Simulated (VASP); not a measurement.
GaAs:

```
CELL_PARAMETERS angstrom
0.00000 2.82685 2.82685
2.82685 0.00000 2.82685
2.82685 2.82685 0.00000
ATOMIC_POSITIONS crystal
Ga 0.00000 0.00000 0.00000
As 0.75000 0.75000 0.75000
```

```yaml
Program: VASP 6.6.1
Task: relaxation of cell and atoms
Functional: LDA
Potentials_or_basis: VASP PAW LDA potentials, release 64 (Ga_d, As)
Cutoff: 600 eV
k_mesh: 10 × 10 × 10
Occupations: fermi-dirac, width 0.1 eV
Spin: no spin polarisation
```

At the start: pressure -1.6 GPa; volume 22.59 Å³/atom.

Where does the relaxation end?

Over 3 steps the energy falls by 2.6 meV/atom and the volume is 22.08 Å³/atom (-2.3 %); space group F-43m (No. 216, to 0.1 Å) before and after.

The path:
```
step  energy change (eV)  largest force (eV/Å)  pressure (GPa)  volume (Å³)
   1              0.0000                0.0000           -1.59        45.18
   2             -0.0042                0.0000            0.74        43.73
   3             -0.0052                0.0000            0.01        44.16
```

Final structure:
```xyz
2
Lattice="0.0000 2.8054 2.8054 2.8054 0.0000 2.8054 2.8054 2.8054 0.0000" Properties=species:S:1:pos:R:3 pbc="T T T"
Ga    0.0000    0.0000    0.0000
As    4.2081    4.2081    4.2081
```
